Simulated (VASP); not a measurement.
Here is a VASP 6.6.1 calculation.

Contents of INCAR:

```
SYSTEM = PbSe
PREC = Accurate
ENCUT = 520
EDIFF = 1E-6
ISMEAR = -1
SIGMA = 0.05
LREAL = .FALSE.
LASPH = .TRUE.
NELM = 60
ALGO = Normal
ISIF = 2
LWAVE = .FALSE.
LCHARG = .FALSE.
GGA = PE
NBANDS = 28
```

File KPOINTS:

```
regular mesh
0
G
  7 7 6
  0 0 0
```

The input POSCAR:

```
PbSe
1.0
    2.1404138952     -6.0927786777      0.0000000000
    2.1404138952      6.0927786777      0.0000000000
    0.0000000000      0.0000000000      4.4206235856
Pb Se
2 2
Direct
    0.3682392700      0.6317607300      0.2500000000
    0.6317607300      0.3682392700      0.7500000000
    0.1387100400      0.8612899600      0.2500000000
    0.8612899600      0.1387100400      0.7500000000
```

Potentials or basis: VASP PAW PBE potentials, release 64 (Pb_d, Se).

The run is started by

```bash
$ cat potpaw_PBE.64/Pb_d/POTCAR potpaw_PBE.64/Se/POTCAR > POTCAR
$ mpirun -np 1 vasp_std > vasp.out
```

**Question.** What does it give for the largest force?

**Answer.** 0.215 eV/Å.

**Question.** Predict the band gap on the k mesh.

**Answer.** 0.99 eV, indirect (least direct gap 1.01 eV).

Stress tensor (GPa, compression positive):
```
1.98 0.00 0.00
0.00 2.20 0.00
0.00 0.00 1.98
```

Caveat: spin-orbit coupling is left out, which moves the levels of the heavy elements. A k mesh can miss the band edges.
